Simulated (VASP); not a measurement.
# Be2Se (Fm-3m) in VASP: further runs

Be2Se is run at these levels: PBE; tasks: single point.

Everything below comes from runs of VASP 6.6.1. Logs are shortened: lines on timing, memory, paths and dates and some standing lists are left out, and cuts for length are marked.

**1. The cell of the first run**

Symmetry: Fm-3m, No. 225, cubic system. The conventional cell has a = 5.681 Å, b = 5.681 Å, c = 5.681 Å, α = 90.00°, β = 90.00°, γ = 90.00°. Be (site symmetry -43m) has 4 Se at 2.46 Å and 6 Be at 2.84 Å within 3.2 Å. Within 3.2 Å of Se (site symmetry m-3m) lie 8 Be at 2.46 Å.

**2. Single point, PBE**

File INCAR:

```
PREC = Accurate ; ENCUT = 600
EDIFF = 1E-6 ; ISMEAR = 0
SIGMA = 0.2 ; LREAL = F
LASPH = T ; NELM = 120
ALGO = Normal ; ISIF = 2
LWAVE = F ; LCHARG = T
GGA = PE ; LELF = T
LVHAR = T ; NBANDS = 12
GGA_COMPAT = F
```

File KPOINTS:

```
Automatic mesh
0
Gamma
  6 6 6
```

File POSCAR:

```
Be2Se
1.0
    0.0000000000      2.8403289522      2.8403289522
    2.8403289522      0.0000000000      2.8403289522
    2.8403289522      2.8403289522      0.0000000000
Be Se
2 1
Direct
    0.2500000000      0.2500000000      0.2500000000
    0.7500000000      0.7500000000      0.7500000000
    0.0000000000      0.0000000000      0.0000000000
```

Potentials or basis: VASP PAW PBE potentials, release 64 (Be, Se).

Started as:

```sh
cat potpaw_PBE.64/Be/POTCAR potpaw_PBE.64/Se/POTCAR > POTCAR
mpirun -np 1 vasp_std > vasp.out
```

OUTCAR:

```text
PREC = Accurate
   ENCUT = 600
   EDIFF = 1E-6
   ISMEAR = 0
   LREAL = F
   LASPH = T
   NELM = 120
   ISIF = 2
   GGA = PE

 ion  position               nearest neighbor table
   1  0.250  0.250  0.250-   3 2.46   3 2.46   3 2.46   3 2.46
   2  0.750  0.750  0.750-   3 2.46   3 2.46   3 2.46   3 2.46
   3  0.000  0.000  0.000-   2 2.46   2 2.46   2 2.46   1 2.46   2 2.46   1 2.46   1 2.46   1 2.46

  LATTYP: Found a face centered cubic cell.
 ALAT       =     5.6806579044

  Lattice vectors:

 A1 = (   0.0000000000,   2.8403289522,   2.8403289522)
 A2 = (   2.8403289522,   0.0000000000,   2.8403289522)
 A3 = (   2.8403289522,   2.8403289522,   0.0000000000)

Analysis of symmetry for initial positions (statically):
=====================================================================
 Subroutine PRICEL returns:
 Original cell was already a primitive cell.

 Routine SETGRP: Setting up the symmetry group for a
 face centered cubic supercell.

 Subroutine GETGRP returns: Found 48 space group operations
 (whereof 48 operations were pure point group operations)
 out of a pool of 48 trial point group operations.

The static configuration has the point symmetry O_h .

Analysis of symmetry for dynamics (positions and initial velocities):
=====================================================================
 Subroutine PRICEL returns:
 Original cell was already a primitive cell.

 Routine SETGRP: Setting up the symmetry group for a
 face centered cubic supercell.

 Subroutine GETGRP returns: Found 48 space group operations
 (whereof 48 operations were pure point group operations)
 out of a pool of 48 trial point group operations.

The dynamic configuration has the point symmetry O_h .

 Subroutine INISYM returns: Found 48 space group operations
 (whereof 48 operations are pure point group operations),
 and found     1 'primitive' translations

----------------------------------------------------------------------------------------

                                     Primitive cell

  volume of cell :      45.8285

  direct lattice vectors                    reciprocal lattice vectors
     0.000000000  2.840328952  2.840328952    -0.176035948  0.176035948  0.176035948
     2.840328952  0.000000000  2.840328952     0.176035948 -0.176035948  0.176035948
     2.840328952  2.840328952  0.000000000     0.176035948  0.176035948 -0.176035948

  length of vectors
     4.016831726  4.016831726  4.016831726     0.304903206  0.304903206  0.304903206

  position of ions in fractional coordinates (direct lattice)
     0.250000000  0.250000000  0.250000000
     0.750000000  0.750000000  0.750000000
     0.000000000  0.000000000  0.000000000

  ion indices of the primitive-cell ions
   primitive index   ion index
                 1           1
                 2           2
                 3           3

----------------------------------------------------------------------------------------

 KPOINTS: Automatic mesh

Automatic generation of k-mesh.
 Grid dimensions read from file:
 generate k-points for:    6    6    6

 Generating k-lattice:

  Cartesian coordinates                     Fractional coordinates (reciprocal lattice)
    -0.029339325  0.029339325  0.029339325     0.166666667  0.000000000  0.000000000
     0.029339325 -0.029339325  0.029339325     0.000000000  0.166666667  0.000000000
     0.029339325  0.029339325 -0.029339325     0.000000000  0.000000000  0.166666667

  Length of vectors
     0.050817201  0.050817201  0.050817201

  Shift w.r.t. Gamma in fractional coordinates (k-lattice)
     0.000000000  0.000000000  0.000000000

 Subroutine IBZKPT returns following result:
 ===========================================

 Found     16 irreducible k-points:

 Following reciprocal coordinates:
            Coordinates               Weight
  0.000000  0.000000  0.000000      1.000000
  0.166667  0.000000  0.000000      8.000000
  0.333333  0.000000  0.000000      8.000000
  0.500000  0.000000  0.000000      4.000000
  0.166667  0.166667  0.000000      6.000000
  0.333333  0.166667  0.000000     24.000000
[... 8 lines left out ...]
 -0.333333  0.333333  0.166667     24.000000
 -0.333333  0.500000  0.166667     12.000000
   k-points           NKPTS =     16   k-points in BZ     NKDIM =     16   number of bands    NBANDS=     12
   number of dos      NEDOS =    301   number of ions     NIONS =      3
   total plane-waves  NPLWV =  32768
   dimension x,y,z NGX =    32 NGY =   32 NGZ =   32
   dimension x,y,z NGXF=    64 NGYF=   64 NGZF=   64
   ions per type =               2   1
   NGX,Y,Z   is equivalent  to a cutoff of  13.24, 13.24, 13.24 a.u.
   NGXF,Y,Z  is equivalent  to a cutoff of  26.49, 26.49, 26.49 a.u.
 SYSTEM =  unknown system
   PREC   = accura    normal or accurate (medium, high low for compatibility)
   ISTART =      0    job   : 0-new  1-cont  2-samecut
   ICHARG =      2    charge: 1-file 2-atom 10-const
   ISPIN  =      1    spin polarized calculation?
   LNONCOLLINEAR =      F non collinear calculations
   LSORBIT =      F    spin-orbit coupling
   LASPH  =      T    aspherical Exc in radial PAW
   ENCUT  =  600.0 eV  44.10 Ry    6.64 a.u.   8.02  8.02  8.02*2*pi/ulx,y,z
   NELM   =    120;   NELMIN=  2; NELMDL= -5     # of ELM steps
   EDIFF  = 0.1E-05   stopping-criterion for ELM
   LREAL  =      F    real-space projection
   EDIFFG = 0.1E-04   stopping-criterion for IOM
   NSW    =      0    number of steps for IOM
   IBRION =     -1    ionic relax: 0-MD 1-quasi-New 2-CG
   NFREE  =      0    steps in history (QN), initial steepest desc. (CG)
   ISIF   =      2    stress and relaxation
   ISYM   =      2    0-nonsym 1-usesym 2-fastsym
   POTIM  = 0.5000    time-step for ionic-motion
   TEBEG  =    0.0;   TEEND  =   0.0 temperature during run
   PSTRESS=    0.0 pullay stress
   NELECT =      10.0000    total number of electrons
   NUPDOWN=      -1.0000    fix difference up-down
   EMIN   =  10.00;   EMAX   =-10.00  energy-range for DOS
   EFERMI =   0.00;   METHOD = LEGACY
   ISMEAR =     0;   SIGMA  =   0.20  broadening in eV -4-tet -1-fermi 0-gaus
   EFERMI_NEDOS =   21; number of points for ismear=-14 and -15
   IALGO  =     38    algorithm
   IMIX   =      4    mixing-type and parameters
     AMIX     =   0.40;   BMIX     =  1.00
     AMIX_MAG =   1.60;   BMIX_MAG =  1.00
  volume/ion in A,a.u.               =      15.28       103.09
  Fermi-wavevector in a.u.,A,eV,Ry     =   0.985590  1.862495 13.216525  0.971387
  Thomas-Fermi vector in A             =   2.116908
   LORBIT       =      0    0 simple, 1 ext, 2 COOP (PROOUT), +10 PAW based schemes
   GGA     = PE    functional components
   LHFCALC =     F    Hartree Fock is set to
   AEXX    =    0.0000 exact exchange contribution
   IVDW    =     0    specifies the selected vdW correction
   LEPSILON=     F    determine dielectric tensor
   LRPA    =     F    only Hartree local field effects (RPA)
 non-spin polarized calculation
 Gauss-broadening in eV      SIGMA  =   0.20
  energy-cutoff  :      600.00
  volume of cell :       45.83
 maximum number of plane-waves:      1544
   NGX = 17   NGY = 17   NGZ = 17

 number of electron      10.0000000 magnetization

 number of electron       9.9999999 magnetization

 Free energy of the ion-electron system (eV)
  ---------------------------------------------------
  ext. energy  EPLUGINS =         0.00000000
  ---------------------------------------------------
  free energy    TOTEN  =        -8.73842536 eV

  energy without entropy =       -8.70484490  energy(sigma->0) =       -8.72163513

 E-fermi :   5.8103     XC(G=0):  -9.6015

 val. band max:        5.6852631604   @ k =   0.5000   0.3333   0.0000
 cond. band min:       5.8298560245   @ k =  -0.3333   0.5000   0.1667
 fundamental gap:      0.1445928641
 Fermi energy:         5.8102685409

 k-point     1 :       0.0000    0.0000    0.0000
  band No.  band energies     occupation
      1     -10.4933      2.00000
      2       1.8381      2.00000
      3       1.8381      2.00000
      4       1.8381      2.00000
      5       3.8265      2.00000
      6       5.4925      1.97534
      7       5.4925      1.97534
      8       5.4925      1.97534
      9      10.0102      0.00000
     10      11.3877      0.00000
     11      11.3877      0.00000
     12      11.3877      0.00000

 k-point     2 :       0.1667    0.0000    0.0000
  band No.  band energies     occupation
      1     -10.3178      2.00000
      2      -0.0190      2.00000
      3       1.5288      2.00000
      4       1.5288      2.00000
      5       4.4792      2.00000
      6       5.9932      0.19577
      7       5.9932      0.19577
      8       6.6617      0.00000
      9      10.2860      0.00000
     10      10.2860      0.00000
     11      10.4395      0.00000
     12      11.7521      0.00000

 k-point     3 :       0.3333    0.0000    0.0000
  band No.  band energies     occupation
      1      -9.9103      2.00000
      2      -2.0347      2.00000
      3       1.0800      2.00000
      4       1.0800      2.00000
      5       4.3441      2.00000
      6       6.3706      0.00007
      7       6.3706      0.00007
      8       9.0366      0.00000
      9      10.3886      0.00000
     10      10.6790      0.00000
     11      10.6790      0.00000
     12      13.6359      0.00000

 k-point     4 :       0.5000    0.0000    0.0000
  band No.  band energies     occupation
      1      -9.6664      2.00000
      2      -2.8465      2.00000
      3       0.9034      2.00000
      4       0.9034      2.00000
      5       4.2468      2.00000
      6       6.2916      0.00067
      7       6.2916      0.00067
      8       9.9003      0.00000
      9      11.6622      0.00000
     10      12.1069      0.00000
     11      12.1069      0.00000
     12      12.2865      0.00000

 k-point     5 :       0.1667    0.1667    0.0000
  band No.  band energies     occupation
      1     -10.2593      2.00000
      2       0.1526      2.00000
      3       0.9897      2.00000
      4       0.9897      2.00000
      5       5.1323      2.00000
      6       5.4193      1.99430
      7       6.7766      0.00000
      8       6.7766      0.00000
      9       8.9358      0.00000
     10      10.9071      0.00000
     11      12.1881      0.00000
     12      12.1881      0.00000
[... 108 lines left out ...]
      1      -9.3883      2.00000
      2      -2.3827      2.00000
      3      -0.4488      2.00000
      4      -0.4488      2.00000
      5       4.0632      2.00000
      6       4.3954      2.00000
      7      11.6734      0.00000
      8      11.6734      0.00000
      9      11.8117      0.00000
     10      11.8117      0.00000
     11      12.1743      0.00000
     12      13.9425      0.00000

 k-point    14 :       0.5000    0.3333    0.1667
  band No.  band energies     occupation
      1      -9.6221      2.00000
      2      -1.9187      2.00000
      3      -0.7629      2.00000
      4       0.1506      2.00000
      5       6.0320      0.11687
      6       6.0327      0.11571
      7       6.8096      0.00000
      8       9.1439      0.00000
      9      10.7069      0.00000
     10      11.7566      0.00000
     11      12.3422      0.00000
     12      14.1954      0.00000

 k-point    15 :      -0.3333    0.3333    0.1667
  band No.  band energies     occupation
      1      -9.4512      2.00000
      2      -2.1624      2.00000
      3      -1.1750      2.00000
      4      -0.2116      2.00000
      5       6.0404      0.10370
      6       6.3782      0.00006
      7       8.6178      0.00000
      8       8.6534      0.00000
      9       9.6202      0.00000
     10      12.2098      0.00000
     11      12.6276      0.00000
     12      13.2393      0.00000

 k-point    16 :      -0.3333    0.5000    0.1667
  band No.  band energies     occupation
      1      -9.3764      2.00000
      2      -2.0377      2.00000
      3      -1.1323      2.00000
      4      -0.7910      2.00000
      5       5.6162      1.82991
      6       5.8299      0.88984
      7       8.8651      0.00000
      8       8.9886      0.00000
      9      11.9020      0.00000
     10      12.0932      0.00000
     11      12.6442      0.00000
     12      13.4530      0.00000

------------------------ aborting loop because EDIFF is reached ----------------------------------------

  FORCE on cell =-STRESS in cart. coord.  units (eV):
  Direction    XX          YY          ZZ          XY          YZ          ZX
  --------------------------------------------------------------------------------------
  -------------------------------------------------------------------------------------
  Total        0.0715261      0.0715261      0.0715261      0.0000000     -0.0000000      0.0000000
  in kB        2.5005723      2.5005723      2.5005723      0.0000000     -0.0000000      0.0000000
  external PRESSURE =       2.5005723 kB  Pullay stress =       0.0000000 kB

 VOLUME and BASIS-vectors are now :
 -----------------------------------------------------------------------------
  energy-cutoff  :      600.00
  volume of cell :       45.83
      direct lattice vectors                 reciprocal lattice vectors
     0.000000000  2.840328952  2.840328952    -0.176035948  0.176035948  0.176035948
     2.840328952  0.000000000  2.840328952     0.176035948 -0.176035948  0.176035948
     2.840328952  2.840328952  0.000000000     0.176035948  0.176035948 -0.176035948

 POSITION                                       TOTAL-FORCE (eV/Angst)
 -----------------------------------------------------------------------------------
      1.42016      1.42016      1.42016        -0.000000     -0.000000      0.000000
      4.26049      4.26049      4.26049        -0.000000      0.000000     -0.000000
      0.00000      0.00000      0.00000         0.000000     -0.000000      0.000000
 -----------------------------------------------------------------------------------
    total drift:                                0.000000     -0.000000      0.000000

  FREE ENERGIE OF THE ION-ELECTRON SYSTEM (eV)
  ---------------------------------------------------
  free  energy   TOTEN  =        -8.7384253630 eV

  energy  without entropy=       -8.7048448991  energy(sigma->0) =       -8.72163513
```

It took 16 s on 1 thread of Intel Xeon 8259CL, shared host; peak memory 0.17 GiB.

What came out:

```
Free energy            : -8.7384 eV
Pressure               : 0.3 GPa
Band gap on the k mesh : zero (bands 5 and 6 overlap by 1.64 eV)
```

Levels at points of the mesh, in eV from the Fermi level:
| k point | band 1 | band 2 | band 3 | band 4 | band 5 | band 6 | band 7 | band 8 | band 9 | band 10 |
| --- | --- | --- | --- | --- | --- | --- | --- | --- | --- | --- |
| (0.00, 0.00, 0.00) | -16.30 | -3.97 | -3.97 | -3.97 | -1.98 | -0.32 | -0.32 | -0.32 | 4.20 | 5.58 |
| (0.50, 0.00, 0.00) | -15.48 | -8.66 | -4.91 | -4.91 | -1.56 | 0.48 | 0.48 | 4.09 | 5.85 | 6.30 |
| (0.50, 0.50, 0.00) | -15.20 | -8.19 | -6.26 | -6.26 | -1.75 | -1.41 | 5.86 | 5.86 | 6.00 | 6.00 |

**3. Single point, PBE**

File INCAR:

```
  ALGO = Normal
  EDIFF = 1E-6
  ENCUT = 600
  GGA = PE
  GGA_COMPAT = False
  ISIF = 2
  ISMEAR = 0
  LASPH = True
  LCHARG = True
  LELF = True
  LREAL = False
  LVHAR = True
  LWAVE = False
  NBANDS = 12
  NELM = 120
  PREC = Accurate
  SIGMA = 0.2
```

File KPOINTS:

```
k-points
0
Gamma
  6 6 6
```

File POSCAR:

```
Be2Se
1.0
    0.0000000000      2.8409242672      2.8409242672
    2.8409242672      0.0000000000      2.8409242672
    2.8409242672      2.8409242672      0.0000000000
Be Se
2 1
Direct
    0.2500000000      0.2500000000      0.2500000000
    0.7500000000      0.7500000000      0.7500000000
    0.0000000000      0.0000000000      0.0000000000
```

Potentials or basis: VASP PAW PBE potentials, release 64 (Be, Se).

Started as:

```sh
cat potpaw_PBE.64/Be/POTCAR potpaw_PBE.64/Se/POTCAR > POTCAR
mpirun -np 1 vasp_std > vasp.out
```

It took 15 s on 1 thread of Intel Xeon 8259CL, shared host; peak memory 0.17 GiB.

Results (log left out):

* Free energy: -8.7385 eV
* Pressure: 0.2 GPa
* Band gap on the k mesh: zero (bands 5 and 6 overlap by 1.64 eV)

Levels at points of the mesh, in eV from the Fermi level:
```tsv
k point	band 2	band 3	band 4	band 5	band 6	band 7	band 8	band 9
(0.00, 0.00, 0.00)	-3.97	-3.97	-3.97	-1.99	-0.32	-0.32	-0.32	4.20
(0.50, 0.00, 0.00)	-8.65	-4.90	-4.90	-1.56	0.48	0.48	4.09	5.85
(0.50, 0.50, 0.00)	-8.19	-6.26	-6.26	-1.75	-1.41	5.86	5.86	6.00
```
